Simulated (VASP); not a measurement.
Wanted: the native input for a VASP 6.6.1 run.

- Task: single point
- Functional: PBE
- Potentials or basis: VASP PAW PBE potentials, release 64 (B, N)
- Cutoff: 520 eV
- k mesh: 6 × 6 × 6
- Occupations: gaussian, width 0.01 eV
- Spin: no spin polarisation
- Dipole correction: no
- Further INCAR settings: ALGO = Normal; EDIFF = 1e-07; NBANDS = 11

The structure of BN lies in POSCAR:

```
BN
1.0
    0.0000000000      1.7458259515      1.7458259515
    1.7458259515      0.0000000000      1.7458259515
    1.7458259515      1.7458259515      0.0000000000
B N
1 1
Direct
    0.0000000000      0.0000000000      0.0000000000
    0.5000000000      0.5000000000      0.5000000000
```

These files were run (other wordings do the same):

INCAR

```
SYSTEM = BN
PREC = Accurate
ENCUT = 520
EDIFF = 1E-7
ISMEAR = 0
SIGMA = 0.01
LREAL = .False.
LASPH = .True.
NELM = 80
ALGO = Normal
ISIF = 2
LWAVE = .False.
LCHARG = .True.
GGA = PE
LELF = .True.
LVHAR = .True.
NBANDS = 11
```

KPOINTS

```
Automatic mesh
0
Gamma
  6 6 6
  0 0 0
```

Potentials or basis: VASP PAW PBE potentials, release 64 (B, N).

Launch:

```console
$ cat potpaw_PBE.64/B/POTCAR potpaw_PBE.64/N/POTCAR > POTCAR
$ mpirun -np 1 vasp_std > vasp.out
```

It gave:

```json
{"Pressure": "3.7 GPa", "Band gap on the k mesh": "1.18 eV, indirect (least direct gap 5.83 eV)"}
```

Caveat: the k points lie up to 0.52 Å⁻¹ apart.

It took 1.5 s on 1 thread of Intel(R) Xeon(R) 6975P-C (Granite Rapids), on a shared host, peak memory 0.11 GiB.
